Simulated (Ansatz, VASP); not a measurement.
# Ni: VASP beside Ansatz

```
Ni
1.0
     0.00000    1.77382    1.77382
     1.77382    0.00000    1.77382
     1.77382    1.77382    0.00000
Ni
1
Direct
  0.00000 0.00000 0.00000
```

Change from the starting cell: volume scaled by 1.01, crystal datasets.

Alike in both runs: task electric field gradients; functional PBE; k mesh 20 × 20 × 20; occupations fermi-dirac, width 0.05 eV; collinear spin.

```csv
,VASP,Ansatz
version,VASP 6.6.1,Ansatz 0.2.0
potentials or method,"VASP PAW PBE potentials, release 64 (Ni), cutoff 520 eV","all-electron PAW with datasets made for the crystal, scalar-relativistic"
```

|  | VASP | Ansatz | Ansatz less VASP |
| --- | --- | --- | --- |
| pressure (GPa) | -4.6 | -4.6 | -0.06 |
| net moment per atom (μB) | 0.63 | 0.64 | +0.011 |
| size of the moment on the site where the two differ most (μB) | 0.65 | 0.68 | +0.037 |

Site moments also hang on the region over which each program counts them. Ansatz ran all-electron here, and VASP with PAW potentials. Ansatz's warnings: printed levels off.
